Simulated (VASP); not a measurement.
Input of a VASP 6.6.1 run:

The input INCAR:

```
PREC     = Accurate       # precision mode
ENCUT    = 520            # plane-wave cutoff, eV
EDIFF    = 1E-6           # SCF threshold, eV
ISMEAR   = 0              # smearing method
SIGMA    = 0.1            # smearing width, eV
LREAL    = False          # projectors in reciprocal space
LASPH    = True           # aspherical terms in the spheres
NELM     = 100            # most SCF steps
ALGO     = Normal         # electronic algorithm
ISIF     = 2              # what is computed and relaxed
LWAVE    = False          # write WAVECAR
LCHARG   = True           # write CHGCAR
GGA      = PS             # functional
LELF     = True           # ELF
LVHAR    = True         
NBANDS   = 17             # bands
```

The input KPOINTS:

```
Automatic mesh
0
Gamma
  12 12 8
```

POSCAR

```
Ca
1.0
    3.6828952040      0.0000000000      0.0000000000
    0.0000000000      3.6839890330      0.0000000000
    0.0000000000      0.0000000000      5.7532422990
Ca
2
Direct
    0.0000000000      0.0000000000      0.5000000000
    0.5000000000      0.5000000000      0.0000000000
```

Potentials or basis: VASP PAW PBE potentials, release 64 (Ca_sv).

Launch:

```bash
$ cat potpaw_PBE.64/Ca_sv/POTCAR > POTCAR
$ mpirun -np 1 vasp_std > vasp.out
```

**Question.** Estimate the pressure.

**Answer.** 0.7 GPa.

**Question.** What does it give for the band gap on the k mesh?

**Answer.** Zero (band 10 reaches 2.38 eV, above the bottom of band 11 at 2.13 eV).

Stress tensor (GPa, compression positive):
```
1.08 0.00 0.00
0.00 1.07 0.00
0.00 0.00 0.00
```

Caveat: the cell differs from its parent crystal (biaxial strain in the a-b plane: -4.5 %, then relaxed in part); the PAW data sets were made with another functional, which shifts forces and pressure a little.
